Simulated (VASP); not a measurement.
# Rh (P6_3/mmc) in VASP: notebook, part 2 of 2

VASP 6.6.1. The steps go on from the part before.

### Step 4. Single point, PBEsol (strain +0.0150 x Voigt [1, 1, 0, 0, 0, 0])

INCAR

```
SYSTEM = Rh
PREC = Accurate ; ENCUT = 520
EDIFF = 1E-6 ; ISMEAR = 0
SIGMA = 0.15 ; LREAL = .FALSE.
LASPH = .TRUE. ; NELM = 60
ALGO = Fast ; ISIF = 2
LWAVE = .FALSE. ; LCHARG = .FALSE.
GGA = PS ; NBANDS = 22
```

KPOINTS

```
Automatic mesh
0
G
  24 24 14
  0 0 0
```

POSCAR

```
Rh
1.0
    2.7290671263      0.0000000000      0.0000000000
   -1.3645335631      2.3634414600      0.0000000000
    0.0000000000      0.0000000000      4.3290202437
Rh
2
Direct
    0.6666666667      0.3333333333      0.7500000000
    0.3333333333      0.6666666667      0.2500000000
```

Potentials or basis: VASP PAW PBE potentials, release 64 (Rh_pv).

Command:

```
> cat potpaw_PBE.64/Rh_pv/POTCAR > POTCAR
> mpirun -np 1 vasp_std > vasp.out
```

OUTCAR:

```text
SYSTEM = Rh
   PREC = Accurate
   ENCUT = 520
   EDIFF = 1E-6
   ISMEAR = 0
   LREAL = .FALSE.
   LASPH = .TRUE.
   NELM = 60
   ISIF = 2
   GGA = PS

 ion  position               nearest neighbor table
   1  0.667  0.333  0.750-   2 2.68   2 2.68   2 2.68   2 2.68   2 2.68   2 2.68
   2  0.333  0.667  0.250-   1 2.68   1 2.68   1 2.68   1 2.68   1 2.68   1 2.68

  LATTYP: Found a hexagonal cell.
 ALAT       =     2.7290671263
 C/A-ratio  =     1.5862637463

  Lattice vectors:

 A1 = (   2.7290671263,   0.0000000000,   0.0000000000)
 A2 = (  -1.3645335631,   2.3634414600,   0.0000000000)
 A3 = (   0.0000000000,   0.0000000000,   4.3290202437)

Analysis of symmetry for initial positions (statically):
=====================================================================
 Subroutine PRICEL returns:
 Original cell was already a primitive cell.

 Routine SETGRP: Setting up the symmetry group for a
 hexagonal supercell.

 Subroutine GETGRP returns: Found 24 space group operations
 (whereof 12 operations were pure point group operations)
 out of a pool of 24 trial point group operations.

The static configuration has the point symmetry D_3d.
 The point group associated with its full space group is D_6h.

Analysis of symmetry for dynamics (positions and initial velocities):
=====================================================================
 Subroutine PRICEL returns:
 Original cell was already a primitive cell.

 Routine SETGRP: Setting up the symmetry group for a
 hexagonal supercell.

 Subroutine GETGRP returns: Found 24 space group operations
 (whereof 12 operations were pure point group operations)
 out of a pool of 24 trial point group operations.

The dynamic configuration has the point symmetry D_3d.
 The point group associated with its full space group is D_6h.

 Subroutine INISYM returns: Found 24 space group operations
 (whereof 12 operations are pure point group operations),
 and found     1 'primitive' translations

[... 109 lines left out ...]
   ISMEAR =     0;   SIGMA  =   0.15  broadening in eV -4-tet -1-fermi 0-gaus
   EFERMI_NEDOS =   21; number of points for ismear=-14 and -15
   IALGO  =     68    algorithm
   IMIX   =      4    mixing-type and parameters
     AMIX     =   0.40;   BMIX     =  1.00
     AMIX_MAG =   1.60;   BMIX_MAG =  1.00
  volume/ion in A,a.u.               =      13.96        94.21
  Fermi-wavevector in a.u.,A,eV,Ry     =   1.676740  3.168579 38.252189  2.811457
  Thomas-Fermi vector in A             =   2.761129
   LORBIT       =      0    0 simple, 1 ext, 2 COOP (PROOUT), +10 PAW based schemes
   GGA     = PS    functional components
   LHFCALC =     F    Hartree Fock is set to
   AEXX    =    0.0000 exact exchange contribution
   IVDW    =     0    specifies the selected vdW correction
   LEPSILON=     F    determine dielectric tensor
   LRPA    =     F    only Hartree local field effects (RPA)
 non-spin polarized calculation
 RMM-DIIS sequential band-by-band and
 Gauss-broadening in eV      SIGMA  =   0.15
  energy-cutoff  :      520.00
  volume of cell :       27.92
 maximum number of plane-waves:       770
   NGX = 11   NGY = 11   NGZ = 17

 number of electron      30.0000017 magnetization

 Free energy of the ion-electron system (eV)
  ---------------------------------------------------
  ext. energy  EPLUGINS =         0.00000000
  ---------------------------------------------------
  free energy    TOTEN  =       -16.18892761 eV

  energy without entropy =      -16.15111950  energy(sigma->0) =      -16.17002355

 E-fermi :  11.5836     XC(G=0): -14.1171

 val. band max:       11.5826251387   @ k =   0.2917   0.2500   0.1429
 cond. band min:      11.5837259477   @ k =   0.2500   0.0000   0.3571
 fundamental gap:      0.0011008090
 Fermi energy:        11.5836418638

 k-point     1 :       0.0000    0.0000    0.0000
  band No.  band energies     occupation
      1     -35.5704      2.00000
      2     -34.9221      2.00000
      3     -34.9221      2.00000
      4     -34.8211      2.00000
      5     -34.8080      2.00000
      6     -34.8080      2.00000
[... 589 lines left out ...]
     21      24.0473      0.00000
     22      25.8572      0.00000

 [... further k-points ...]

------------------------ aborting loop because EDIFF is reached ----------------------------------------

  FORCE on cell =-STRESS in cart. coord.  units (eV):
  Direction    XX          YY          ZZ          XY          YZ          ZX
  --------------------------------------------------------------------------------------
  -------------------------------------------------------------------------------------
  Total       -1.6090426     -1.6090426     -0.8917359     -0.0000000      0.0000000      0.0000000
  in kB      -92.3271518    -92.3271518    -51.1679676     -0.0000000      0.0000000      0.0000000
  external PRESSURE =     -78.6074238 kB  Pullay stress =       0.0000000 kB

 VOLUME and BASIS-vectors are now :
 -----------------------------------------------------------------------------
  energy-cutoff  :      520.00
  volume of cell :       27.92
      direct lattice vectors                 reciprocal lattice vectors
     2.729067126  0.000000000  0.000000000     0.366425578  0.211555906  0.000000000
    -1.364533563  2.363441460  0.000000000     0.000000000  0.423111813  0.000000000
     0.000000000  0.000000000  4.329020244     0.000000000  0.000000000  0.230999151

 POSITION                                       TOTAL-FORCE (eV/Angst)
 -----------------------------------------------------------------------------------
      1.36453      0.78781      3.24677        -0.000000      0.000000      0.000000
     -0.00000      1.57563      1.08226         0.000000     -0.000000      0.000000
 -----------------------------------------------------------------------------------
    total drift:                                0.000000     -0.000000      0.000000

  FREE ENERGIE OF THE ION-ELECTRON SYSTEM (eV)
  ---------------------------------------------------
  free  energy   TOTEN  =       -16.1889276074 eV

  energy  without entropy=      -16.1511194998  energy(sigma->0) =      -16.17002355
```

stdout:

```text
POSCAR found type information on POSCAR Rh
 POSCAR found :  1 types and       2 ions
 scaLAPACK will be used
 -----------------------------------------------------------------------------
|                                                                             |
|                                                                             |
|     You enforced a specific xc type in the INCAR file but a different       |
|     I HOPE YOU KNOW WHAT YOU ARE DOING!                                     |
|                                                                             |
 -----------------------------------------------------------------------------

 LDA part: xc-table for (Slater+PW92), standard interpolation
 POSCAR, INCAR and KPOINTS ok, starting setup
 FFT: planning ... GRIDC
 FFT: planning ... GRID_SOFT
 FFT: planning ... GRID
 WAVECAR not read
 entering main loop
```

Run time: 3.2 min. Hardware: 1 thread of Intel Xeon Platinum 8375C at 2.90GHz (Ice Lake), shared host; peak memory 0.32 GiB.

Results:

```yaml
Free_energy: -16.1889 eV
Pressure: -7.9 GPa
Band_gap_on_the_k_mesh: zero (bands 15 and 16 overlap by 2.40 eV)
```

Stress tensor (GPa, compression positive):
```
-9.23  0.00  0.00
 0.00 -9.23  0.00
 0.00  0.00 -5.12
```

Caveat: the cell differs from its parent crystal (strain +0.0150 x Voigt [1, 1, 0, 0, 0, 0]); the cell stands under tension; the PAW data sets were made with another functional, which shifts forces and pressure a little.

### Step 5. Single point, PBEsol (strain +0.0300 x Voigt [1, 1, 0, 0, 0, 0])

INCAR

```
SYSTEM = Rh
  PREC = Accurate
  ENCUT = 520
  EDIFF = 1E-6
  ISMEAR = 0
  SIGMA = 0.15
  LREAL = .False.
  LASPH = .True.
  NELM = 60
  ALGO = Fast
  ISIF = 2
  LWAVE = .False.
  LCHARG = .False.
  GGA = PS
  NBANDS = 22
```

KPOINTS

```
Automatic mesh
0
Gamma
  24 24 14
  0 0 0
```

POSCAR

```
Rh
1.0
    2.7693981676      0.0000000000      0.0000000000
   -1.3846990838      2.3983691663      0.0000000000
    0.0000000000      0.0000000000      4.3290202437
Rh
2
Direct
    0.6666666667      0.3333333333      0.7500000000
    0.3333333333      0.6666666667      0.2500000000
```

Command:

```
> cat potpaw_PBE.64/Rh_pv/POTCAR > POTCAR
> mpirun -np 1 vasp_std > vasp.out
```

Run time: 3.6 min. Hardware: 1 thread of Intel Xeon Platinum 8375C at 2.90GHz (Ice Lake), shared host; peak memory 0.33 GiB.

It converged, with:

| Quantity | Value |
| --- | --- |
| Free energy | -16.1219 eV |
| Pressure | -14.4 GPa |
| Band gap on the k mesh | zero (bands 15 and 16 overlap by 2.22 eV) |

Stress tensor (GPa, compression positive):
```
-16.59   0.00   0.00
  0.00 -16.59   0.00
  0.00   0.00 -10.07
```

Levels at points of the mesh, in eV from the Fermi level:
```tsv
k point	band 11	band 12	band 13	band 14	band 15	band 16	band 17	band 18	band 19	band 20
(0.00, 0.00, 0.00)	-2.68	-2.32	-2.32	-2.03	-2.03	0.11	0.11	1.03	8.62	15.59
(0.50, 0.00, 0.00)	-2.42	-2.18	-1.99	0.23	0.57	0.67	2.77	4.73	10.03	10.69
(0.00, 0.00, 0.50)	-3.05	-3.05	-2.94	-2.94	-0.41	-0.41	-0.41	-0.41	14.85	14.85
(0.50, 0.00, 0.50)	-1.70	-1.70	-0.33	-0.33	0.44	0.44	2.51	2.51	8.76	8.76
```

Caveat: the cell differs from its parent crystal (strain +0.0300 x Voigt [1, 1, 0, 0, 0, 0]); the stress differs along the axes, from -17 to -10 GPa; the PAW data sets were made with another functional, which shifts forces and pressure a little.

### Step 6. The runs side by side

```tsv
cell	gap on the mesh (eV)	pressure (GPa)
a = 2.608, b = 2.608, c = 4.329 Å, angles 90.0, 90.0, 120.0°, 2 atoms	none	20.9
a = 2.648, b = 2.648, c = 4.329 Å, angles 90.0, 90.0, 120.0°, 2 atoms	none	9.6
a = 2.729, b = 2.729, c = 4.329 Å, angles 90.0, 90.0, 120.0°, 2 atoms	none	-7.9
a = 2.769, b = 2.769, c = 4.329 Å, angles 90.0, 90.0, 120.0°, 2 atoms	none	-14.4
```

Alike in all rows: task single point; level PBEsol; potentials or basis VASP PAW PBE potentials, release 64 (Rh_pv); no spin polarisation; k mesh 24 × 24 × 14; cutoff (eV) 520; smearing gaussian 0.15 eV.

Caveats: the PAW data sets were made with another functional, which shifts forces and pressure a little; the stress differs along the axes, from 14 to 24 GPa (at least some runs); the cell stands under pressure (at least some runs); the cell stands under tension (at least some runs); the stress differs along the axes, from -17 to -10 GPa (at least some runs).

Total energies depend on the potentials used, so only differences within one code and one set of settings carry meaning.
